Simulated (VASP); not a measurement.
# Ti3C2 (P6_3/mmc) in VASP: electric field gradients with LDA

Aim: the electric field gradients of Ti3C2 with LDA.

All numbers are computed with VASP 6.6.1; they aren't measurements. Logs are shortened: lines on timing, memory, paths and dates and some standing lists are left out, and cuts for length are marked.

### Step 1. The cell of the first run

It takes space group P6_3/mmc (No. 194, hexagonal). Conventional cell: a = 3.018 Å, b = 3.018 Å, c = 14.816 Å, α = 90.00°, β = 90.00°, γ = 120.00°. Within 3.1 Å of Ti (site symmetry 3m) lie 3 C at 2.04 Å and 10 Ti at 2.75 to 3.02 Å. Ti (site symmetry -3m) has 6 C at 2.16 Å and 12 Ti at 2.91 to 3.02 Å within 3.1 Å. Within 2.7 Å of C (site symmetry 3m) lie 6 Ti at 2.04 to 2.16 Å.

### Step 2. Electric field gradients, LDA

INCAR

```
SYSTEM = Ti3C2
PREC     = Accurate       ! precision mode
ENCUT    = 520            ! plane-wave cutoff, eV
EDIFF    = 1E-8           ! SCF threshold, eV
ISMEAR   = -1             ! smearing method
SIGMA    = 0.15           ! smearing width, eV
LREAL    = .FALSE.        ! projectors in reciprocal space
LASPH    = .TRUE.         ! aspherical terms in the spheres
NELM     = 60             ! most SCF steps
ALGO     = Normal         ! electronic algorithm
ISIF     = 2              ! what is computed and relaxed
LWAVE    = .FALSE.        ! write WAVECAR
LCHARG   = .FALSE.        ! write CHGCAR
GGA      = CA             ! functional
LEFG     = .TRUE.       
NBANDS   = 55             ! bands
```

KPOINTS

```
regular mesh
0
G
  12 12 4
  0 0 0
```

POSCAR

```
Ti3C2
1.0
    3.0183873249      0.0000000000      0.0000000000
   -1.5091936624      2.6140001018      0.0000000000
    0.0000000000      0.0000000000     14.8160138443
Ti C
6 4
Direct
    0.3333333333      0.6666666667      0.8428368705
    0.6666666667      0.3333333333      0.3428368705
    0.6666666667      0.3333333333      0.1571631295
    0.3333333333      0.6666666667      0.6571631295
    0.0000000000      0.0000000000      0.0000000000
    0.0000000000      0.0000000000      0.5000000000
    0.6666666667      0.3333333333      0.9139367425
    0.3333333333      0.6666666667      0.4139367425
    0.6666666667      0.3333333333      0.5860632575
    0.3333333333      0.6666666667      0.0860632575
```

Potentials or basis: VASP PAW LDA potentials, release 64 (Ti_sv, C).

Started as:

```console
$ cat potpaw_LDA.64/Ti_sv/POTCAR potpaw_LDA.64/C/POTCAR > POTCAR
$ mpirun -np 1 vasp_std > vasp.out
```

OUTCAR:

```text
SYSTEM = Ti3C2
   PREC = Accurate
   ENCUT = 520
   EDIFF = 1E-8
   ISMEAR = -1
   LREAL = .FALSE.
   LASPH = .TRUE.
   NELM = 60
   ISIF = 2
   GGA = CA

 ion  position               nearest neighbor table
   1  0.333  0.667  0.843-   7 2.04   7 2.04   7 2.04   4 2.75   5 2.91   5 2.91   5 2.91
   2  0.667  0.333  0.343-   8 2.04   8 2.04   8 2.04   3 2.75   6 2.91   6 2.91   6 2.91
   3  0.667  0.333  0.157-  10 2.04  10 2.04  10 2.04   2 2.75   5 2.91   5 2.91   5 2.91
   4  0.333  0.667  0.657-   9 2.04   9 2.04   9 2.04   1 2.75   6 2.91   6 2.91   6 2.91
   5  0.000  0.000  0.000-   7 2.16  10 2.16  10 2.16   7 2.16   7 2.16  10 2.16   1 2.91   3 2.91
                             1 2.91   3 2.91   1 2.91   3 2.91
   6  0.000  0.000  0.500-   8 2.16   9 2.16   8 2.16   9 2.16   9 2.16   8 2.16   2 2.91   4 2.91
                             4 2.91   2 2.91   4 2.91   2 2.91
   7  0.667  0.333  0.914-   1 2.04   1 2.04   1 2.04   5 2.16   5 2.16   5 2.16
   8  0.333  0.667  0.414-   2 2.04   2 2.04   2 2.04   6 2.16   6 2.16   6 2.16
   9  0.667  0.333  0.586-   4 2.04   4 2.04   4 2.04   6 2.16   6 2.16   6 2.16
  10  0.333  0.667  0.086-   3 2.04   3 2.04   3 2.04   5 2.16   5 2.16   5 2.16

  LATTYP: Found a hexagonal cell.
 ALAT       =     3.0183873249
 C/A-ratio  =     4.9085860261

  Lattice vectors:

 A1 = (   3.0183873249,   0.0000000000,   0.0000000000)
 A2 = (  -1.5091936624,   2.6140001018,   0.0000000000)
 A3 = (   0.0000000000,   0.0000000000,  14.8160138443)

Analysis of symmetry for initial positions (statically):
=====================================================================
 Subroutine PRICEL returns:
 Original cell was already a primitive cell.

 Routine SETGRP: Setting up the symmetry group for a
 hexagonal supercell.

 Subroutine GETGRP returns: Found 24 space group operations
 (whereof 12 operations were pure point group operations)
 out of a pool of 24 trial point group operations.

The static configuration has the point symmetry D_3d.
 The point group associated with its full space group is D_6h.

Analysis of symmetry for dynamics (positions and initial velocities):
=====================================================================
 Subroutine PRICEL returns:
 Original cell was already a primitive cell.

 Routine SETGRP: Setting up the symmetry group for a
 hexagonal supercell.

 Subroutine GETGRP returns: Found 24 space group operations
 (whereof 12 operations were pure point group operations)
 out of a pool of 24 trial point group operations.

The dynamic configuration has the point symmetry D_3d.
 The point group associated with its full space group is D_6h.

 Subroutine INISYM returns: Found 24 space group operations
 (whereof 12 operations are pure point group operations),
 and found     1 'primitive' translations

----------------------------------------------------------------------------------------

                                     Primitive cell

  volume of cell :     116.8993

  direct lattice vectors                    reciprocal lattice vectors
     3.018387325  0.000000000  0.000000000     0.331302743  0.191277728  0.000000000
    -1.509193662  2.614000102  0.000000000     0.000000000  0.382555456  0.000000000
     0.000000000  0.000000000 14.816013844     0.000000000  0.000000000  0.067494537

  length of vectors
     3.018387325  3.018387325 14.816013844     0.382555456  0.382555456  0.067494537

  position of ions in fractional coordinates (direct lattice)
     0.333333333  0.666666667  0.842836871
     0.666666667  0.333333333  0.342836871
     0.666666667  0.333333333  0.157163129
     0.333333333  0.666666667  0.657163129
     0.000000000  0.000000000  0.000000000
     0.000000000  0.000000000  0.500000000
     0.666666667  0.333333333  0.913936742
     0.333333333  0.666666667  0.413936742
     0.666666667  0.333333333  0.586063258
     0.333333333  0.666666667  0.086063258

  ion indices of the primitive-cell ions
   primitive index   ion index
                 1           1
                 2           2
                 3           3
                 4           4
                 5           5
                 6           6
                 7           7
                 8           8
                 9           9
                10          10

----------------------------------------------------------------------------------------

[... 62 lines left out ...]
   ICHARG =      2    charge: 1-file 2-atom 10-const
   ISPIN  =      1    spin polarized calculation?
   LNONCOLLINEAR =      F non collinear calculations
   LSORBIT =      F    spin-orbit coupling
   LASPH  =      T    aspherical Exc in radial PAW
   ENCUT  =  520.0 eV  38.22 Ry    6.18 a.u.   5.61  5.61 27.55*2*pi/ulx,y,z
   NELM   =     60;   NELMIN=  2; NELMDL= -5     # of ELM steps
   EDIFF  = 0.1E-07   stopping-criterion for ELM
   LREAL  =      F    real-space projection
   EDIFFG = 0.1E-06   stopping-criterion for IOM
   NSW    =      0    number of steps for IOM
   IBRION =     -1    ionic relax: 0-MD 1-quasi-New 2-CG
   NFREE  =      0    steps in history (QN), initial steepest desc. (CG)
   ISIF   =      2    stress and relaxation
   ISYM   =      2    0-nonsym 1-usesym 2-fastsym
   POTIM  = 0.5000    time-step for ionic-motion
   TEBEG  =    0.0;   TEEND  =   0.0 temperature during run
   PSTRESS=    0.0 pullay stress
   NELECT =      88.0000    total number of electrons
   NUPDOWN=      -1.0000    fix difference up-down
   EMIN   =  10.00;   EMAX   =-10.00  energy-range for DOS
   EFERMI =   0.00;   METHOD = LEGACY
   ISMEAR =    -1;   SIGMA  =   0.15  broadening in eV -4-tet -1-fermi 0-gaus
   EFERMI_NEDOS =   21; number of points for ismear=-14 and -15
   IALGO  =     38    algorithm
   IMIX   =      4    mixing-type and parameters
     AMIX     =   0.40;   BMIX     =  1.00
     AMIX_MAG =   1.60;   BMIX_MAG =  1.00
  volume/ion in A,a.u.               =      11.69        78.89
  Fermi-wavevector in a.u.,A,eV,Ry     =   1.489241  2.814258 30.175541  2.217840
  Thomas-Fermi vector in A             =   2.602175
   LORBIT       =      0    0 simple, 1 ext, 2 COOP (PROOUT), +10 PAW based schemes
   GGA     = CA    functional components
   LHFCALC =     F    Hartree Fock is set to
   AEXX    =    0.0000 exact exchange contribution
   IVDW    =     0    specifies the selected vdW correction
   LEPSILON=     F    determine dielectric tensor
   LRPA    =     F    only Hartree local field effects (RPA)
 non-spin polarized calculation
  energy-cutoff  :      520.00
  volume of cell :      116.90
 maximum number of plane-waves:      3199
 NGX is ok and might be reduce to    24
   NGX = 11   NGY = 11   NGZ = 55

 number of electron      87.9999997 magnetization

 Free energy of the ion-electron system (eV)
  ---------------------------------------------------
  ext. energy  EPLUGINS =         0.00000000
  ---------------------------------------------------
  free energy    TOTEN  =       -99.67555967 eV

  energy without entropy =      -99.40836274  energy(sigma->0) =      -99.54196121

 E-fermi :   8.9183     XC(G=0): -12.4543

 val. band max:        8.9032393618   @ k =   0.0833   0.0833   0.0000
 cond. band min:       8.9183921720   @ k =   0.0833   0.0833   0.2500
 fundamental gap:      0.0151528102
 Fermi energy:         8.9182989340

 k-point     1 :       0.0000    0.0000    0.0000
  band No.  band energies     occupation
      1     -47.1454      2.00000
      2     -47.1323      2.00000
      3     -47.1074      2.00000
      4     -47.0910      2.00000
      5     -46.9339      2.00000
      6     -46.9305      2.00000
[... 1381 lines left out ...]
     54      11.2722      0.00000
     55      11.4651      0.00000

 [... further k-points ...]

------------------------ aborting loop because EDIFF is reached ----------------------------------------

  FORCE on cell =-STRESS in cart. coord.  units (eV):
  Direction    XX          YY          ZZ          XY          YZ          ZX
  --------------------------------------------------------------------------------------
  -------------------------------------------------------------------------------------
  Total        0.4414418      0.4414418      0.3854939      0.0000000      0.0000000      0.0000000
  in kB        6.0502323      6.0502323      5.2834320      0.0000000      0.0000000      0.0000000
  external PRESSURE =       5.7946322 kB  Pullay stress =       0.0000000 kB

 VOLUME and BASIS-vectors are now :
 -----------------------------------------------------------------------------
  energy-cutoff  :      520.00
  volume of cell :      116.90
      direct lattice vectors                 reciprocal lattice vectors
     3.018387325  0.000000000  0.000000000     0.331302743  0.191277728  0.000000000
    -1.509193662  2.614000102  0.000000000     0.000000000  0.382555456  0.000000000
     0.000000000  0.000000000 14.816013844     0.000000000  0.000000000  0.067494537

 POSITION                                       TOTAL-FORCE (eV/Angst)
 -----------------------------------------------------------------------------------
     -0.00000      1.74267     12.48748         0.000000      0.000000     -0.055635
      1.50919      0.87133      5.07948        -0.000000      0.000000     -0.055635
      1.50919      0.87133      2.32853        -0.000000      0.000000      0.055635
     -0.00000      1.74267      9.73654         0.000000      0.000000      0.055635
      0.00000      0.00000      0.00000         0.000000      0.000000      0.000000
      0.00000      0.00000      7.40801        -0.000000      0.000000      0.000000
      1.50919      0.87133     13.54090         0.000000      0.000000      0.012990
     -0.00000      1.74267      6.13289        -0.000000     -0.000000      0.012990
      1.50919      0.87133      8.68312         0.000000      0.000000     -0.012990
     -0.00000      1.74267      1.27511         0.000000     -0.000000     -0.012990
 -----------------------------------------------------------------------------------
    total drift:                               -0.000000      0.000000     -0.000000

  FREE ENERGIE OF THE ION-ELECTRON SYSTEM (eV)
  ---------------------------------------------------
  free  energy   TOTEN  =       -99.6755596679 eV

  energy  without entropy=      -99.4083627428  energy(sigma->0) =      -99.54196121

 Electric field gradients (V/A^2)
---------------------------------------------------------------------
 ion       V_xx      V_yy      V_zz      V_xy      V_xz      V_yz
---------------------------------------------------------------------
   1     -25.383   -25.385    50.768    -0.001     0.000    -0.000
   2     -25.383   -25.385    50.768    -0.001    -0.000     0.000
   3     -25.383   -25.385    50.768    -0.001     0.000    -0.000
   4     -25.383   -25.385    50.768    -0.001    -0.000     0.000
   5       1.419     1.418    -2.837    -0.001     0.000    -0.000
   6       1.419     1.418    -2.837    -0.001    -0.000     0.000
   7      -2.111    -2.111     4.222     0.000    -0.000     0.000
   8      -2.111    -2.111     4.222     0.000     0.000    -0.000
   9      -2.111    -2.111     4.222     0.000     0.000    -0.000
  10      -2.111    -2.111     4.222     0.000    -0.000     0.000
---------------------------------------------------------------------

 Electric field gradients after diagonalization (V/A^2)
 (convention: |V_zz| > |V_xx| > |V_yy|)
----------------------------------------------------------------------
 ion       V_xx      V_yy      V_zz     asymmetry (V_yy - V_xx)/ V_zz
----------------------------------------------------------------------
   1     -25.385   -25.383    50.768       0.000
   2     -25.385   -25.383    50.768       0.000
   3     -25.385   -25.383    50.768       0.000
   4     -25.385   -25.383    50.768       0.000
   5       1.420     1.417    -2.837       0.001
   6       1.420     1.417    -2.837       0.001
   7      -2.111    -2.111     4.222       0.000
   8      -2.111    -2.111     4.222       0.000
   9      -2.111    -2.111     4.222       0.000
  10      -2.111    -2.111     4.222       0.000
----------------------------------------------------------------------

           NMR quadrupolar parameters

 Cq : quadrupolar parameter    Cq=e*Q*V_zz/h
 eta: asymmetry parameters     (V_yy - V_xx)/ V_zz
 Q  : nuclear electric quadrupole moment in mb (millibarn)
----------------------------------------------------------------------
 ion       Cq(MHz)       eta       Q (mb)
----------------------------------------------------------------------
   1       0.123       0.000       1.000
   2       0.123       0.000       1.000
   3       0.123       0.000       1.000
   4       0.123       0.000       1.000
   5      -0.007       0.001       1.000
   6      -0.007       0.001       1.000
   7       0.010       0.000       1.000
   8       0.010       0.000       1.000
   9       0.010       0.000       1.000
  10       0.010       0.000       1.000
----------------------------------------------------------------------
```

Wall time 7.3 min (1 thread of Intel Xeon Platinum 8259CL at 2.50GHz (Skylake/Cascade Lake), shared host); peak memory 0.38 GiB.

Results:

- Free energy: -99.6756 eV
- Pressure: 0.6 GPa
- Largest force: 0.056 eV/Å
- Band gap on the k mesh: zero (bands 44 and 45 overlap by 0.66 eV)
- Largest electric field gradient by atom: Ti +50.8, -2.8 (each value once); C +4.2 V/Å²

Forces in eV/Å, atoms in the order of the input:
```
Ti   0.000  0.000 -0.056
Ti   0.000  0.000 -0.056
Ti   0.000  0.000  0.056
Ti   0.000  0.000  0.056
Ti   0.000  0.000  0.000
Ti   0.000  0.000  0.000
C    0.000  0.000  0.013
C    0.000  0.000  0.013
C    0.000  0.000 -0.013
C    0.000  0.000 -0.013
```

Stress tensor (GPa, compression positive):
```
0.61 0.00 0.00
0.00 0.61 0.00
0.00 0.00 0.53
```

Electric field gradients, principal values (V/Å²):
```
atom    least   middle  greatest (by size)
1 Ti  -25.383  -25.385              50.768
2 Ti  -25.383  -25.385              50.768
3 Ti  -25.383  -25.385              50.768
4 Ti  -25.383  -25.385              50.768
5 Ti    1.417    1.420              -2.837
6 Ti    1.417    1.420              -2.837
 7 C   -2.111   -2.111               4.222
 8 C   -2.111   -2.111               4.222
 9 C   -2.111   -2.111               4.222
10 C   -2.111   -2.111               4.222
```

Caveat: without QUAD_EFG the Cq values of the log hold for a quadrupole moment of 1 mb, not for the nuclei.
